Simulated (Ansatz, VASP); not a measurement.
**One calculation of HfC, two programs**

```
Hf C
1.0
     0.00000    2.37134    2.37134
     2.37134    0.00000    2.37134
     2.37134    2.37134    0.00000
Hf C
1 1
Cartesian
  0.0000 0.0000 0.0000
  2.3713 2.3713 2.3713
```

Change from the starting cell: volume scaled by 1.06.

Alike in both runs: task single point; functional PBE; k mesh 16 × 16 × 16; occupations fermi-dirac, width 0.05 eV; no spin polarisation.

|  | VASP | Ansatz |
| --- | --- | --- |
| version | VASP 6.6.1 | Ansatz 0.2.0 |
| potentials or method | VASP PAW PBE potentials, release 64 (Hf_pv, C), cutoff 520 eV | all-electron LAPW, scalar-relativistic |

```tsv
	VASP	Ansatz	Ansatz less VASP
pressure (GPa)	-12.9	-12.1	+0.84
```

Ansatz ran all-electron here, and VASP with PAW potentials.

Spin-orbit coupling is off throughout.
